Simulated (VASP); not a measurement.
# BaTiO3 (Pm-3m) in VASP: further runs, part 2 of 2

VASP 6.6.1. The steps go on from the part before.

### Step 3. Single point, PBE (volume changed by +3%)

File INCAR:

```
SYSTEM = BaTiO3
  ALGO = Normal
  EDIFF = 1E-6
  ENCUT = 520
  GGA = PE
  ISIF = 2
  ISMEAR = 0
  LASPH = .True.
  LCHARG = .False.
  LREAL = .False.
  LWAVE = .False.
  NBANDS = 28
  NELM = 60
  PREC = Accurate
  SIGMA = 0.01
```

File KPOINTS:

```
k-points
0
Gamma
  6 6 6
  0 0 0
```

File POSCAR:

```
BaTiO3
1.0
    4.0590478198      0.0000000000      0.0000000000
    0.0000000000      4.0590478198      0.0000000000
    0.0000000000      0.0000000000      4.0590478198
Ba Ti O
1 1 3
Direct
    0.5000000000      0.5000000000      0.5000000000
    0.0000000000      0.0000000000      0.0000000000
    0.5000000000      0.0000000000      0.0000000000
    0.0000000000      0.5000000000      0.0000000000
    0.0000000000      0.0000000000      0.5000000000
```

Potentials or basis: VASP PAW PBE potentials, release 64 (Ba_sv, Ti_sv, O).

Started as:

```bash
> cat potpaw_PBE.64/Ba_sv/POTCAR potpaw_PBE.64/Ti_sv/POTCAR potpaw_PBE.64/O/POTCAR > POTCAR
> mpirun -np 1 vasp_std > vasp.out
```

OUTCAR:

```text
SYSTEM = BaTiO3
   EDIFF = 1E-6
   ENCUT = 520
   GGA = PE
   ISIF = 2
   ISMEAR = 0
   LASPH = .True.
   LREAL = .False.
   NELM = 60
   PREC = Accurate

 ion  position               nearest neighbor table
   1  0.500  0.500  0.500-   3 2.87   4 2.87   5 2.87   3 2.87   4 2.87   3 2.87   5 2.87   3 2.87
                             4 2.87   5 2.87   4 2.87   5 2.87   2 3.52   2 3.52   2 3.52   2 3.52
   2  0.000  0.000  0.000-   3 2.03   4 2.03   5 2.03   5 2.03   4 2.03   3 2.03   1 3.52   1 3.52
                             1 3.52   1 3.52   1 3.52   1 3.52   1 3.52   1 3.52
   3  0.500  0.000  0.000-   2 2.03   2 2.03   1 2.87   1 2.87   1 2.87   1 2.87
   4  0.000  0.500  0.000-   2 2.03   2 2.03   1 2.87   1 2.87   1 2.87   1 2.87
   5  0.000  0.000  0.500-   2 2.03   2 2.03   1 2.87   1 2.87   1 2.87   1 2.87

  LATTYP: Found a simple cubic cell.
 ALAT       =     4.0590478198

  Lattice vectors:

 A1 = (   4.0590478198,   0.0000000000,   0.0000000000)
 A2 = (   0.0000000000,   4.0590478198,   0.0000000000)
 A3 = (   0.0000000000,   0.0000000000,   4.0590478198)

Analysis of symmetry for initial positions (statically):
=====================================================================
 Subroutine PRICEL returns:
 Original cell was already a primitive cell.

 Routine SETGRP: Setting up the symmetry group for a
 simple cubic supercell.

 Subroutine GETGRP returns: Found 48 space group operations
 (whereof 48 operations were pure point group operations)
 out of a pool of 48 trial point group operations.

The static configuration has the point symmetry O_h .

Analysis of symmetry for dynamics (positions and initial velocities):
=====================================================================
 Subroutine PRICEL returns:
 Original cell was already a primitive cell.

 Routine SETGRP: Setting up the symmetry group for a
 simple cubic supercell.

 Subroutine GETGRP returns: Found 48 space group operations
 (whereof 48 operations were pure point group operations)
 out of a pool of 48 trial point group operations.

The dynamic configuration has the point symmetry O_h .

 Subroutine INISYM returns: Found 48 space group operations
 (whereof 48 operations are pure point group operations),
 and found     1 'primitive' translations

----------------------------------------------------------------------------------------

                                     Primitive cell

  volume of cell :      66.8763

  direct lattice vectors                    reciprocal lattice vectors
     4.059047820  0.000000000  0.000000000     0.246363198  0.000000000  0.000000000
     0.000000000  4.059047820  0.000000000     0.000000000  0.246363198  0.000000000
     0.000000000  0.000000000  4.059047820     0.000000000  0.000000000  0.246363198

  length of vectors
     4.059047820  4.059047820  4.059047820     0.246363198  0.246363198  0.246363198

  position of ions in fractional coordinates (direct lattice)
     0.500000000  0.500000000  0.500000000
     0.000000000  0.000000000  0.000000000
     0.500000000  0.000000000  0.000000000
     0.000000000  0.500000000  0.000000000
     0.000000000  0.000000000  0.500000000

  ion indices of the primitive-cell ions
   primitive index   ion index
                 1           1
                 2           2
                 3           3
[... 29 lines left out ...]
 Following reciprocal coordinates:
            Coordinates               Weight
  0.000000  0.000000  0.000000      1.000000
  0.166667  0.000000  0.000000      6.000000
  0.333333  0.000000  0.000000      6.000000
  0.500000  0.000000  0.000000      3.000000
  0.166667  0.166667  0.000000     12.000000
  0.333333  0.166667  0.000000     24.000000
[... 12 lines left out ...]
  0.500000  0.500000  0.333333      6.000000
  0.500000  0.500000  0.500000      1.000000
   k-points           NKPTS =     20   k-points in BZ     NKDIM =     20   number of bands    NBANDS=     28
   number of dos      NEDOS =    301   number of ions     NIONS =      5
   total plane-waves  NPLWV =  27000
   dimension x,y,z NGX =    30 NGY =   30 NGZ =   30
   dimension x,y,z NGXF=    60 NGYF=   60 NGZF=   60
   ions per type =               1   1   3
   NGX,Y,Z   is equivalent  to a cutoff of  12.29, 12.29, 12.29 a.u.
   NGXF,Y,Z  is equivalent  to a cutoff of  24.57, 24.57, 24.57 a.u.
 SYSTEM =  BaTiO3
   PREC   = accura    normal or accurate (medium, high low for compatibility)
   ISTART =      0    job   : 0-new  1-cont  2-samecut
   ICHARG =      2    charge: 1-file 2-atom 10-const
   ISPIN  =      1    spin polarized calculation?
   LNONCOLLINEAR =      F non collinear calculations
   LSORBIT =      F    spin-orbit coupling
   LASPH  =      T    aspherical Exc in radial PAW
   ENCUT  =  520.0 eV  38.22 Ry    6.18 a.u.   7.55  7.55  7.55*2*pi/ulx,y,z
   NELM   =     60;   NELMIN=  2; NELMDL= -5     # of ELM steps
   EDIFF  = 0.1E-05   stopping-criterion for ELM
   LREAL  =      F    real-space projection
   EDIFFG = 0.1E-04   stopping-criterion for IOM
   NSW    =      0    number of steps for IOM
   IBRION =     -1    ionic relax: 0-MD 1-quasi-New 2-CG
   NFREE  =      0    steps in history (QN), initial steepest desc. (CG)
   ISIF   =      2    stress and relaxation
   ISYM   =      2    0-nonsym 1-usesym 2-fastsym
   POTIM  = 0.5000    time-step for ionic-motion
   TEBEG  =    0.0;   TEEND  =   0.0 temperature during run
   PSTRESS=    0.0 pullay stress
   NELECT =      40.0000    total number of electrons
   NUPDOWN=      -1.0000    fix difference up-down
   EMIN   =  10.00;   EMAX   =-10.00  energy-range for DOS
   EFERMI =   0.00;   METHOD = LEGACY
   ISMEAR =     0;   SIGMA  =   0.01  broadening in eV -4-tet -1-fermi 0-gaus
   EFERMI_NEDOS =   21; number of points for ismear=-14 and -15
   IALGO  =     38    algorithm
   IMIX   =      4    mixing-type and parameters
     AMIX     =   0.40;   BMIX     =  1.00
     AMIX_MAG =   1.60;   BMIX_MAG =  1.00
  volume/ion in A,a.u.               =      13.38        90.26
  Fermi-wavevector in a.u.,A,eV,Ry     =   1.379338  2.606571 25.886077  1.902573
  Thomas-Fermi vector in A             =   2.504317
   LORBIT       =      0    0 simple, 1 ext, 2 COOP (PROOUT), +10 PAW based schemes
   GGA     = PE    functional components
   LHFCALC =     F    Hartree Fock is set to
   AEXX    =    0.0000 exact exchange contribution
   IVDW    =     0    specifies the selected vdW correction
   LEPSILON=     F    determine dielectric tensor
   LRPA    =     F    only Hartree local field effects (RPA)
 non-spin polarized calculation
 Gauss-broadening in eV      SIGMA  =   0.01
  energy-cutoff  :      520.00
  volume of cell :       66.88
 maximum number of plane-waves:      1856
   NGX = 15   NGY = 15   NGZ = 15

 number of electron      39.9999982 magnetization

 Free energy of the ion-electron system (eV)
  ---------------------------------------------------
  ext. energy  EPLUGINS =         0.00000000
  ---------------------------------------------------
  free energy    TOTEN  =       -39.97468325 eV

  energy without entropy =      -39.97468325  energy(sigma->0) =      -39.97468325

 E-fermi :   3.6126     XC(G=0): -11.0396

 val. band max:        3.5150827208   @ k =   0.5000   0.5000   0.5000
 cond. band min:       5.1739985773   @ k =   0.0000   0.0000   0.0000
 fundamental gap:      1.6589158566
 Fermi energy:         3.6126009701

 k-point     1 :       0.0000    0.0000    0.0000
  band No.  band energies     occupation
      1     -53.2987      2.00000
      2     -29.4882      2.00000
      3     -29.4882      2.00000
      4     -29.4882      2.00000
      5     -21.4025      2.00000
      6     -13.2788      2.00000
[... 609 lines left out ...]
     27      10.7381      0.00000
     28      10.7381      0.00000

------------------------ aborting loop because EDIFF is reached ----------------------------------------

  FORCE on cell =-STRESS in cart. coord.  units (eV):
  Direction    XX          YY          ZZ          XY          YZ          ZX
  --------------------------------------------------------------------------------------
  -------------------------------------------------------------------------------------
  Total       -1.2339804     -1.2339804     -1.2339804     -0.0000000      0.0000000      0.0000000
  in kB      -29.5628536    -29.5628536    -29.5628536     -0.0000000      0.0000000      0.0000000
  external PRESSURE =     -29.5628536 kB  Pullay stress =       0.0000000 kB

 VOLUME and BASIS-vectors are now :
 -----------------------------------------------------------------------------
  energy-cutoff  :      520.00
  volume of cell :       66.88
      direct lattice vectors                 reciprocal lattice vectors
     4.059047820  0.000000000  0.000000000     0.246363198  0.000000000  0.000000000
     0.000000000  4.059047820  0.000000000     0.000000000  0.246363198  0.000000000
     0.000000000  0.000000000  4.059047820     0.000000000  0.000000000  0.246363198

 POSITION                                       TOTAL-FORCE (eV/Angst)
 -----------------------------------------------------------------------------------
      2.02952      2.02952      2.02952         0.000000      0.000000      0.000000
      0.00000      0.00000      0.00000         0.000000      0.000000      0.000000
      2.02952      0.00000      0.00000         0.000000      0.000000      0.000000
      0.00000      2.02952      0.00000         0.000000      0.000000      0.000000
      0.00000      0.00000      2.02952         0.000000      0.000000      0.000000
 -----------------------------------------------------------------------------------
    total drift:                               -0.000000     -0.000000      0.000000

  FREE ENERGIE OF THE ION-ELECTRON SYSTEM (eV)
  ---------------------------------------------------
  free  energy   TOTEN  =       -39.9746832531 eV

  energy  without entropy=      -39.9746832531  energy(sigma->0) =      -39.97468325
```

stdout:

```text
POSCAR found type information on POSCAR BaTiO
 POSCAR found :  3 types and       5 ions
 scaLAPACK will be used
 LDA part: xc-table for (Slater+PW92), standard interpolation
 POSCAR, INCAR and KPOINTS ok, starting setup
 FFT: planning ... GRIDC
 FFT: planning ... GRID_SOFT
 FFT: planning ... GRID
 WAVECAR not read
 entering main loop
```

Run time: 38 s. Hardware: 1 thread of AMD EPYC 7R43 (Zen 3), shared host; peak memory 0.16 GiB.

Results:

| Quantity | Value |
| --- | --- |
| Free energy | -39.9747 eV |
| Pressure | -3.0 GPa |
| Band gap on the k mesh | 1.66 eV, indirect (least direct gap 1.84 eV) |

Caveat: spin-orbit coupling is left out, which moves the levels of the heavy elements. A k mesh can miss the band edges.

### Step 4. Single point, PBE (volume changed by +6%)

File INCAR:

```
SYSTEM = BaTiO3
PREC = Accurate
ENCUT = 520
EDIFF = 1E-6
ISMEAR = 0
SIGMA = 0.01
LREAL = .False.
LASPH = .True.
NELM = 60
ALGO = Normal
ISIF = 2
LWAVE = .False.
LCHARG = .False.
GGA = PE
NBANDS = 28
```

File KPOINTS:

```
regular mesh
0
Gamma
  6 6 6
  0 0 0
```

POSCAR, as its differences from that of step 3:

```diff
@@ -2,5 +2,5 @@
 1.0
-    4.0590478198      0.0000000000      0.0000000000
-    0.0000000000      4.0590478198      0.0000000000
-    0.0000000000      0.0000000000      4.0590478198
+    4.0980795201      0.0000000000      0.0000000000
+    0.0000000000      4.0980795201      0.0000000000
+    0.0000000000      0.0000000000      4.0980795201
 Ba Ti O
```

Started as:

```bash
> cat potpaw_PBE.64/Ba_sv/POTCAR potpaw_PBE.64/Ti_sv/POTCAR potpaw_PBE.64/O/POTCAR > POTCAR
> mpirun -np 1 vasp_std > vasp.out
```

Wall time 40 s (1 thread of AMD EPYC 7R43 (Zen 3), shared host); peak memory 0.15 GiB.

Results (log left out):

```
Free energy            : -39.9159 eV
Pressure               : -6.9 GPa
Band gap on the k mesh : 1.60 eV, indirect (least direct gap 1.80 eV)
```

Levels at points of the mesh, in eV from the valence-band top:
```csv
k point,band 16,band 17,band 18,band 19,band 20,band 21,band 22,band 23,band 24,band 25
"(0.00, 0.00, 0.00)",-0.98,-0.98,-0.20,-0.20,-0.20,1.60,1.60,1.60,3.44,3.44
"(0.50, 0.00, 0.00)",-1.74,-1.74,-1.72,-0.71,-0.71,1.73,3.14,3.14,3.44,5.27
"(0.50, 0.50, 0.00)",-2.45,-1.74,-0.90,-0.90,-0.08,3.14,3.14,3.53,4.19,6.93
"(0.50, 0.50, 0.50)",-2.41,-2.41,0.00,0.00,0.00,3.73,3.73,3.73,6.41,6.41
```

Caveat: spin-orbit coupling is left out, which moves the levels of the heavy elements.

### Step 5. Summary

```csv
cell,gap on the mesh (eV),pressure (GPa)
"a = 4.019 Å, 5 atoms",1.72,1.7
"a = 4.059 Å, 5 atoms",1.66,-3.0
"a = 4.098 Å, 5 atoms",1.60,-6.9
```

Alike in all rows: task single point; level PBE; potentials or basis VASP PAW PBE potentials, release 64 (Ba_sv, Ti_sv, O); no spin polarisation; k mesh 6 × 6 × 6; cutoff (eV) 520; smearing gaussian 0.01 eV.

Caveats: spin-orbit coupling is left out, which moves the levels of the heavy elements.

Total energies depend on the potentials used, so only differences within one code and one set of settings carry meaning.
